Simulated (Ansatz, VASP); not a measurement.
## One calculation of ZnS, two programs

```xyz
8
Lattice="3.8087 0.0000 0.0000 -1.9044 3.2985 0.0000 0.0000 0.0000 12.4665" Properties=species:S:1:pos:R:3 pbc="T T T"
Zn    0.0000    0.0000    0.0256
Zn    0.0000    0.0000    6.2105
Zn    0.0000    2.1990    3.1291
Zn    1.9044    1.0995    9.3391
S     0.0000    0.0000    2.2592
S     0.0000    0.0000    8.6424
S     0.0000    2.1990    5.4654
S     1.9044    1.0995   11.6780
```

Change from the starting cell: mode 24 (340.4 1/cm) frozen in, largest displacement +0.075 Å.

Alike in both runs: task single point; functional r2SCAN; k mesh 6 × 6 × 2; occupations gaussian, width 0.05 eV; no spin polarisation.

|  | VASP | Ansatz |
| --- | --- | --- |
| version | VASP 6.6.1 | Ansatz 0.2.0 |
| potentials or method | VASP PAW PBE potentials, release 64 (Zn, S), cutoff 520 eV | scalar-relativistic, plane waves, PAW |
| valence electrons in the cell | 72 | 72 |

```csv
,VASP,Ansatz,Ansatz less VASP
gap on the k mesh at the Fermi level (eV),2.60,2.59,-0.007
least direct gap on the mesh (eV),2.60,2.59,-0.007
pressure (GPa),0.2,0.2,-0.01
"traceless stress, the component that is largest in VASP (GPa)",0.27,0.24,-0.022
rms of the force components (eV/Å),0.376,0.377,+0.0003
```

VASP's potentials were made for PBE, not for r2SCAN. Atom by atom the forces differ by 0.005 eV/Å (rms over components). The functional is the same, so the differences come from potentials, cutoffs and numerics.
